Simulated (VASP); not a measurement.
# P (R-3m) in VASP: notebook

Aim: see how the results for P move with the level of theory and the settings. Levels: PBE-based screened hybrid with 40 % exact exchange, PBE-based screened hybrid with 50 % exact exchange, HSE06. Tasks: single point.

Everything below comes from runs of VASP 6.6.1. Logs are shortened: lines on timing, memory, paths and dates and some standing lists are left out, and cuts for length are marked.

## (1) The cell of the first run

It takes space group R-3m (No. 166, trigonal). The conventional cell has a = 3.451 Å, b = 3.451 Å, c = 9.389 Å, α = 90.00°, β = 90.00°, γ = 120.00°. P (site symmetry 3m) has 6 P at 2.29 to 2.82 Å within 3.0 Å.

## (2) Single point, PBE-based screened hybrid with 40 % exact exchange

Input file POSCAR:

```
P
1.0
    1.7257251780      0.9963478961      3.1296800121
   -1.7257251780      0.9963478961      3.1296800121
    0.0000000000     -1.9926957921      3.1296800121
P
2
Direct
    0.7729197500      0.7729197500      0.7729197500
    0.2270802500      0.2270802500      0.2270802500
```

Input file INCAR.step1:

```
PREC     = Accurate       # precision mode
ENCUT    = 520            # plane-wave cutoff, eV
EDIFF    = 1E-5           # SCF threshold, eV
ISMEAR   = -1             # smearing method
SIGMA    = 0.05           # smearing width, eV
LREAL    = F              # projectors in reciprocal space
LASPH    = T              # aspherical terms in the spheres
NELM     = 60             # most SCF steps
ALGO     = Normal         # electronic algorithm
ISIF     = 2              # what is computed and relaxed
LWAVE    = T              # write WAVECAR
LCHARG   = F              # write CHGCAR
NBANDS   = 12             # bands
GGA      = PE             # functional
```

Input file INCAR.step2:

```
PREC     = Accurate       # precision mode
ENCUT    = 520            # plane-wave cutoff, eV
EDIFF    = 1E-6           # SCF threshold, eV
ISMEAR   = -1             # smearing method
SIGMA    = 0.05           # smearing width, eV
LREAL    = F              # projectors in reciprocal space
LASPH    = T              # aspherical terms in the spheres
NELM     = 60             # most SCF steps
ALGO     = Normal         # electronic algorithm
ISIF     = 2              # what is computed and relaxed
LWAVE    = F              # write WAVECAR
LCHARG   = F              # write CHGCAR
GGA      = PE             # functional
LHFCALC  = T              # exact exchange
AEXX     = 0.4            # exact-exchange fraction
HFSCREEN = 0.2            # screening, 1/A
PRECFOCK = Normal       
NBANDS   = 12             # bands
ISTART   = 1
```

Input file KPOINTS:

```
Automatic mesh
0
Gamma
  5 5 5
```

Potentials or basis: VASP PAW PBE potentials, release 64 (P).

Run with:

```console
> cat potpaw_PBE.64/P/POTCAR > POTCAR
> cp INCAR.step1 INCAR
> mpirun -np 1 vasp_std > vasp.out
> cp INCAR.step2 INCAR
> mpirun -np 1 vasp_std > vasp.out
```

OUTCAR:

```text
PREC = Accurate
   ENCUT = 520
   EDIFF = 1E-6
   ISMEAR = -1
   LREAL = F
   LASPH = T
   NELM = 60
   ISIF = 2
   GGA = PE
   LHFCALC = T
   AEXX = 0.4
   HFSCREEN = 0.2
   PRECFOCK = Normal
   ISTART = 1

 ion  position               nearest neighbor table
   1  0.773  0.773  0.773-   2 2.29   2 2.29   2 2.29   2 2.82   2 2.82   2 2.82
   2  0.227  0.227  0.227-   1 2.29   1 2.29   1 2.29   1 2.82   1 2.82   1 2.82

  LATTYP: Found a trigonal (rhomboedric) cell.
 ALAT       =     3.7102201415
 COS(alpha) =     0.5673129383

  Lattice vectors:

 A1 = (   1.7257251780,   0.9963478961,   3.1296800121)
 A2 = (  -1.7257251780,   0.9963478961,   3.1296800121)
 A3 = (   0.0000000000,  -1.9926957921,   3.1296800121)

Analysis of symmetry for initial positions (statically):
=====================================================================
 Subroutine PRICEL returns:
 Original cell was already a primitive cell.

 Routine SETGRP: Setting up the symmetry group for a
 trigonal (rhombohedral) supercell.

 Subroutine GETGRP returns: Found 12 space group operations
 (whereof 12 operations were pure point group operations)
 out of a pool of 12 trial point group operations.

The static configuration has the point symmetry D_3d.

Analysis of symmetry for dynamics (positions and initial velocities):
=====================================================================
 Subroutine PRICEL returns:
 Original cell was already a primitive cell.

 Routine SETGRP: Setting up the symmetry group for a
 trigonal (rhombohedral) supercell.

 Subroutine GETGRP returns: Found 12 space group operations
 (whereof 12 operations were pure point group operations)
 out of a pool of 12 trial point group operations.

The dynamic configuration has the point symmetry D_3d.

 Subroutine INISYM returns: Found 12 space group operations
 (whereof 12 operations are pure point group operations),
 and found     1 'primitive' translations

----------------------------------------------------------------------------------------

                                     Primitive cell

  volume of cell :      32.2875

  direct lattice vectors                    reciprocal lattice vectors
     1.725725178  0.996347896  3.129680012     0.289733271  0.167277582  0.106507161
    -1.725725178  0.996347896  3.129680012    -0.289733271  0.167277582  0.106507161
     0.000000000 -1.992695792  3.129680012     0.000000000 -0.334555164  0.106507161

  length of vectors
     3.710220141  3.710220141  3.710220141     0.351099605  0.351099605  0.351099605

  position of ions in fractional coordinates (direct lattice)
     0.772919750  0.772919750  0.772919750
     0.227080250  0.227080250  0.227080250

  ion indices of the primitive-cell ions
   primitive index   ion index
                 1           1
                 2           2

----------------------------------------------------------------------------------------

 KPOINTS: Automatic mesh

Automatic generation of k-mesh.
 Grid dimensions read from file:
 generate k-points for:    5    5    5

 Generating k-lattice:

  Cartesian coordinates                     Fractional coordinates (reciprocal lattice)
     0.057946654  0.033455516  0.021301432     0.200000000  0.000000000 -0.000000000
    -0.057946654  0.033455516  0.021301432     0.000000000  0.200000000 -0.000000000
     0.000000000 -0.066911033  0.021301432     0.000000000  0.000000000  0.200000000

  Length of vectors
     0.070219921  0.070219921  0.070219921

  Shift w.r.t. Gamma in fractional coordinates (k-lattice)
     0.000000000  0.000000000  0.000000000

 Subroutine IBZKPT returns following result:
 ===========================================

 Found     19 irreducible k-points:

 Following reciprocal coordinates:
            Coordinates               Weight
  0.000000  0.000000  0.000000      1.000000
  0.200000 -0.000000 -0.000000      6.000000
  0.400000  0.000000  0.000000      6.000000
  0.200000  0.200000 -0.000000      6.000000
  0.400000  0.200000 -0.000000     12.000000
 -0.400000  0.200000 -0.000000     12.000000
[... 11 lines left out ...]
  0.400000  0.400000  0.400000      2.000000
 -0.400000  0.400000  0.400000      6.000000
   k-points           NKPTS =     19   k-points in BZ     NKDIM =    125   number of bands    NBANDS=     12
   number of dos      NEDOS =    301   number of ions     NIONS =      2
   total plane-waves  NPLWV =  21952
   dimension x,y,z NGX =    28 NGY =   28 NGZ =   28
   dimension x,y,z NGXF=    56 NGYF=   56 NGZF=   56
   ions per type =               2
   NGX,Y,Z   is equivalent  to a cutoff of  12.55, 12.55, 12.55 a.u.
   NGXF,Y,Z  is equivalent  to a cutoff of  25.09, 25.09, 25.09 a.u.
 SYSTEM =  unknown system
   PREC   = accura    normal or accurate (medium, high low for compatibility)
   ISTART =      1    job   : 0-new  1-cont  2-samecut
   ICHARG =      0    charge: 1-file 2-atom 10-const
   ISPIN  =      1    spin polarized calculation?
   LNONCOLLINEAR =      F non collinear calculations
   LSORBIT =      F    spin-orbit coupling
   LASPH  =      T    aspherical Exc in radial PAW
   ENCUT  =  520.0 eV  38.22 Ry    6.18 a.u.   6.90  6.90  6.90*2*pi/ulx,y,z
   NELM   =     60;   NELMIN=  2; NELMDL=  0     # of ELM steps
   EDIFF  = 0.1E-05   stopping-criterion for ELM
   LREAL  =      F    real-space projection
   EDIFFG = 0.1E-04   stopping-criterion for IOM
   NSW    =      0    number of steps for IOM
   IBRION =     -1    ionic relax: 0-MD 1-quasi-New 2-CG
   NFREE  =      0    steps in history (QN), initial steepest desc. (CG)
   ISIF   =      2    stress and relaxation
   ISYM   =      3    0-nonsym 1-usesym 2-fastsym
   POTIM  = 0.5000    time-step for ionic-motion
   TEBEG  =    0.0;   TEEND  =   0.0 temperature during run
   PSTRESS=    0.0 pullay stress
   NELECT =      10.0000    total number of electrons
   NUPDOWN=      -1.0000    fix difference up-down
   EMIN   =  10.00;   EMAX   =-10.00  energy-range for DOS
   EFERMI =   0.00;   METHOD = LEGACY
   ISMEAR =    -1;   SIGMA  =   0.05  broadening in eV -4-tet -1-fermi 0-gaus
   EFERMI_NEDOS =   21; number of points for ismear=-14 and -15
   IALGO  =     38    algorithm
   IMIX   =      1    mixing-type and parameters
     AMIX     =   0.40;   BMIX     =  1.00
     AMIX_MAG =   1.60;   BMIX_MAG =  1.00
  volume/ion in A,a.u.               =      16.14       108.94
  Fermi-wavevector in a.u.,A,eV,Ry     =   1.107636  2.093128 16.692396  1.226857
  Thomas-Fermi vector in A             =   2.244152
   LORBIT       =      0    0 simple, 1 ext, 2 COOP (PROOUT), +10 PAW based schemes
   GGA     = PE    functional components
   LHFCALC =     T    Hartree Fock is set to
   PRECFOCK=normal    Normal, Fast or Accurate (Low or Medium for compatibility)
   ENCUT4O =  -1.0   cutoff for four orbital integrals eV
   NKREDX  =     1    reduce k-point grid by
   NKREDY  =     1    reduce k-point grid by
   NKREDZ  =     1    reduce k-point grid by
   AEXX    =    0.4000 exact exchange contribution
   HFSCREEN=    0.2000 screening length (either q_TF or 0.3 A-1)
   HFSCREENC=   0.2000 screening length for correlation (either q_TF or 0.3 A-1)
   ENCUTFOCK=  -1.0 apply spherical cutoff to Coloumb kernel
   IVDW    =     0    specifies the selected vdW correction
   LEPSILON=     F    determine dielectric tensor
   LRPA    =     F    only Hartree local field effects (RPA)
 non-spin polarized calculation
  energy-cutoff  :      520.00
  volume of cell :       32.29
 maximum number of plane-waves:       885
  NGX = 24; NGY = 24; NGZ = 24

 number of electron      10.0000000 magnetization

 Free energy of the ion-electron system (eV)
  ---------------------------------------------------
  ext. energy  EPLUGINS =         0.00000000
  ---------------------------------------------------
  free energy    TOTEN  =       -14.03242055 eV

  energy without entropy =      -14.02846846  energy(sigma->0) =      -14.03044451

 E-fermi :   9.3281     XC(G=0):  -7.7577

 val. band max:        8.8076052751   @ k =   0.4000   0.2000   0.2000
 cond. band min:       9.3734043604   @ k =   0.4000   0.4000   0.4000
 fundamental gap:      0.5657990852
 Fermi energy:         9.3280655870

 k-point     1 :       0.0000    0.0000    0.0000
  band No.  band energies     occupation
      1     -10.8344      2.00000
      2       4.5351      2.00000
      3       4.8529      2.00000
      4       5.1793      2.00000
      5       5.1793      2.00000
      6      10.9931      0.00000
      7      12.4678      0.00000
      8      12.4678      0.00000
      9      15.8492      0.00000
     10      15.8492      0.00000
     11      17.2233      0.00000
     12      17.2309      0.00000

 k-point     2 :       0.2000   -0.0000   -0.0000
  band No.  band energies     occupation
      1     -10.0866      2.00000
      2       0.5124      2.00000
      3       4.5911      2.00000
      4       4.7093      2.00000
      5       6.9097      2.00000
      6      11.1700      0.00000
      7      11.7579      0.00000
      8      12.0174      0.00000
      9      14.7467      0.00000
     10      15.6389      0.00000
     11      15.6549      0.00000
     12      21.2211      0.00000

 k-point     3 :       0.4000    0.0000    0.0000
  band No.  band energies     occupation
      1      -7.9154      2.00000
      2      -4.0519      2.00000
      3       4.1453      2.00000
      4       4.5409      2.00000
      5       7.7903      2.00000
      6       9.4193      0.27760
      7       9.8779      0.00003
      8      10.1909      0.00000
      9      17.5402      0.00000
     10      19.3621      0.00000
     11      19.6697      0.00000
     12      22.5332      0.00000
[... 211 lines left out ...]
 k-point    18 :       0.4000    0.4000    0.4000
  band No.  band energies     occupation
      1      -8.9342      2.00000
      2      -3.6846      2.00000
      3       5.2398      2.00000
      4       5.2398      2.00000
      5       9.3734      0.57532
      6       9.3734      0.57527
      7       9.6231      0.00547
      8      11.5675      0.00000
      9      18.1028      0.00000
     10      18.8254      0.00000
     11      18.8254      0.00000
     12      23.7332      0.00000

 k-point    19 :      -0.4000    0.4000    0.4000
  band No.  band energies     occupation
      1      -7.9720      2.00000
      2      -3.7631      2.00000
      3       1.4614      2.00000
      4       4.1143      2.00000
      5       7.0049      2.00000
      6      10.9251      0.00000
      7      12.3168      0.00000
      8      14.7178      0.00000
      9      17.0905      0.00000
     10      18.6880      0.00000
     11      19.7427      0.00000
     12      23.0858      0.00000

------------------------ aborting loop because EDIFF is reached ----------------------------------------

  FORCE on cell =-STRESS in cart. coord.  units (eV):
  Direction    XX          YY          ZZ          XY          YZ          ZX
  --------------------------------------------------------------------------------------
  -------------------------------------------------------------------------------------
  Total       -0.7488674     -0.7488674     -0.5826681      0.0000000     -0.0000000      0.0000000
  in kB      -37.1605133    -37.1605133    -28.9133209      0.0000000     -0.0000000      0.0000000
  external PRESSURE =     -34.4114491 kB  Pullay stress =       0.0000000 kB

 VOLUME and BASIS-vectors are now :
 -----------------------------------------------------------------------------
  energy-cutoff  :      520.00
  volume of cell :       32.29
      direct lattice vectors                 reciprocal lattice vectors
     1.725725178  0.996347896  3.129680012     0.289733271  0.167277582  0.106507161
    -1.725725178  0.996347896  3.129680012    -0.289733271  0.167277582  0.106507161
     0.000000000 -1.992695792  3.129680012     0.000000000 -0.334555164  0.106507161

 POSITION                                       TOTAL-FORCE (eV/Angst)
 -----------------------------------------------------------------------------------
      0.00000      0.00000      7.25697         0.000000      0.000000      0.468689
      0.00000      0.00000      2.13207         0.000000     -0.000000     -0.468689
 -----------------------------------------------------------------------------------
    total drift:                               -0.000000      0.000000     -0.000000

  FREE ENERGIE OF THE ION-ELECTRON SYSTEM (eV)
  ---------------------------------------------------
  free  energy   TOTEN  =       -14.0324205474 eV

  energy  without entropy=      -14.0284684637  energy(sigma->0) =      -14.03044451
```

Run time: 13 min. Hardware: 1 thread of AMD EPYC 7R13 (Zen 3), shared host; peak memory 0.22 GiB.

What came out:

```
Free energy            : -14.0324 eV
Pressure               : -3.4 GPa
Largest force          : 0.469 eV/Å
Band gap on the k mesh : zero (filled and empty bands touch)
```

Forces in eV/Å, atoms in the order of the input:
```
P    0.000  0.000  0.469
P    0.000  0.000 -0.469
```

Levels at points of the mesh, in eV from the Fermi level:
```csv
k point,band 2,band 3,band 4,band 5,band 6,band 7,band 8,band 9
"(0.00, 0.00, 0.00)",-4.79,-4.48,-4.15,-4.15,1.67,3.14,3.14,6.52
```

Caveat: the k points lie up to 0.44 Å⁻¹ apart; the PAW data sets were made with another functional, which shifts forces and pressure a little.

(Part 1 of 2 ends here.)

The gap in the log of VASP goes by the Fermi energy; the results here count the filled bands.